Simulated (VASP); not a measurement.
Crystal: As.

```xyz
2
Lattice="1.8808 1.0859 3.5141 -1.8808 1.0859 3.5141 0.0000 -2.1718 3.5141" Properties=species:S:1:pos:R:3 pbc="T T T"
As    0.0000    0.0000    2.3825
As    0.0000    0.0000    8.1597
```

* Program: VASP 6.6.1
* Task: relaxation of cell and atoms
* Functional: PBEsol
* Dispersion: D3(BJ)
* Potentials or basis: VASP PAW PBE potentials, release 64 (As)
* Cutoff: 600 eV
* k mesh: 9 × 9 × 9
* Occupations: fermi-dirac, width 0.1 eV
* Spin: collinear spin, antiferromagnetic start
* Starting moments: [0.5, -0.5] μB

At the start: pressure -2.1 GPa; volume 21.53 Å³/atom.

Q: How do energy, volume and symmetry change on relaxing?

A: Over 11 steps the energy falls by 31.8 meV/atom and the volume is 19.83 Å³/atom (-7.9 %); space group R-3m (No. 166, to 0.05 Å); moment 0.00 μB per cell.

The path:
| step | energy change (eV) | largest force (eV/Å) | pressure (GPa) | volume (Å³) |
| --- | --- | --- | --- | --- |
| 1 | 0.0000 | 0.4345 | -2.07 | 43.06 |
| 2 | -0.0303 | 0.3725 | -0.10 | 41.35 |
| 3 | -0.0377 | 0.3471 | 1.74 | 40.01 |
| 4 | -0.0537 | 0.0200 | 0.21 | 39.95 |
| 5 | -0.0549 | 0.1428 | -0.31 | 39.92 |
| 6 | -0.0604 | 0.0982 | -0.05 | 39.72 |
| 7 | -0.0631 | 0.0464 | 0.27 | 39.48 |
| 8 | -0.0632 | 0.0371 | 0.32 | 39.44 |
| 9 | -0.0635 | 0.0428 | -0.13 | 39.66 |
| 10 | -0.0635 | 0.0425 | -0.10 | 39.65 |
| 11 | -0.0636 | 0.0052 | 0.01 | 39.66 |

Final structure:
```
As
1.0
     1.87636    1.08332    3.25147
    -1.87636    1.08332    3.25147
     0.00000   -2.16664    3.25147
As
2
Direct
  0.23291 0.23291 0.23291
  0.76709 0.76709 0.76709
```

Caveat: the PAW data sets were made with another functional, which shifts forces and pressure a little; pairwise dispersion overbinds metals, which lowers pressure and volume.
